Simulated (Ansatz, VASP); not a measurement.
## One calculation of Hf, two programs

Contents of INCAR:

```
  ALGO = Normal
  EDIFF = 1E-7
  ENCUT = 520
  GGA = PE
  ISIF = 2
  ISMEAR = -5
  LASPH = T
  LCHARG = F
  LREAL = F
  LWAVE = F
  NBANDS = 11
  NELM = 60
  PREC = Accurate
  SIGMA = 0.1
```

KPOINTS

```
k-points
0
Gamma
  16 16 16
```

The input POSCAR:

```
Hf
1.0
   -1.7735988343      1.7735988343      1.7735988343
    1.7735988343     -1.7735988343      1.7735988343
    1.7735988343      1.7735988343     -1.7735988343
Hf
1
Direct
    0.0000000000      0.0000000000      0.0000000000
```

Input for Ansatz:

```yaml
crystal:
  lattice:
    - [-1.7735988343, 1.7735988343, 1.7735988343]
    - [1.7735988343, -1.7735988343, 1.7735988343]
    - [1.7735988343, 1.7735988343, -1.7735988343]
  atoms:
    - { symbol: Hf, position: [0.0, 0.0, 0.0] }
kpoints:
  mp_grid: { grid: [16, 16, 16] }
scf:
  occupations: { method: tetrahedron }
hamiltonian:
  xc: pbe
  pseudopotentials: { kind: all_electron, lapw: { basis_error: 0.0005 } }
output:
  forces: true
  stress: true
  eigenvalues: true
```

Alike in both runs: task single point; functional PBE; k mesh 16 × 16 × 16; occupations tetrahedron; no spin polarisation.

|  | VASP | Ansatz |
| --- | --- | --- |
| version | VASP 6.6.1 | Ansatz 0.2.0 |
| potentials or method | VASP PAW PBE potentials, release 64 (Hf_pv), cutoff 520 eV | all-electron LAPW, scalar-relativistic |

|  | VASP | Ansatz | Ansatz less VASP |
| --- | --- | --- | --- |
| pressure (GPa) | -0.5 | -0.1 | +0.36 |

Ansatz ran all-electron here, and VASP with PAW potentials. Ansatz's warnings: band table not solved further, tetrahedron derivatives may miss energy slope.

Neither program's run includes spin-orbit coupling.
